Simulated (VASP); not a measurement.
# Ti: single point with r2SCAN

Ti, a slab with vacuum:

```xyz
6
Lattice="2.9358 0.0000 0.0000 0.0000 4.6399 0.0000 0.0000 0.0000 21.9324" Properties=species:S:1:pos:R:3 pbc="T T T"
Ti    2.2018    3.4800    8.0945
Ti    0.7339    1.1600    8.9253
Ti    0.7339    3.4800   10.5312
Ti    2.2018    1.1600   11.4012
Ti    2.2018    3.4800   13.0071
Ti    0.7339    1.1600   13.8379
```

```yaml
Program: VASP 6.6.1
Task: single point
Functional: r2SCAN
Potentials_or_basis: VASP PAW PBE potentials, release 64 (Ti_sv)
Cutoff: 520 eV
k_mesh: 11 × 7 × 1
Occupations: fermi-dirac, width 0.08 eV
Spin: no spin polarisation
```

* Largest force: 0.034 eV/Å
* Band gap on the k mesh: zero (bands 36 and 37 overlap by 0.49 eV)

Forces on the atoms (eV/Å):
```
Ti   0.000  0.000 -0.034
Ti   0.000  0.000 -0.021
Ti   0.000  0.000  0.007
Ti   0.000  0.000 -0.007
Ti   0.000  0.000  0.021
Ti   0.000  0.000  0.034
```

Levels at points of the mesh, in eV from the Fermi level:
| k point | band 34 | band 35 | band 36 | band 37 | band 38 | band 39 |
| --- | --- | --- | --- | --- | --- | --- |
| (0.00, 0.00, 0.00) | -0.55 | 0.07 | 0.28 | 0.66 | 0.70 | 0.71 |

Wall time 26 min on 1 thread of Intel(R) Xeon(R) Platinum 8375C CPU @ 2.90GHz (Ice Lake), on a shared host, peak memory 0.53 GiB.

Caveat: the PAW data sets were made with another functional, which shifts forces and pressure a little.
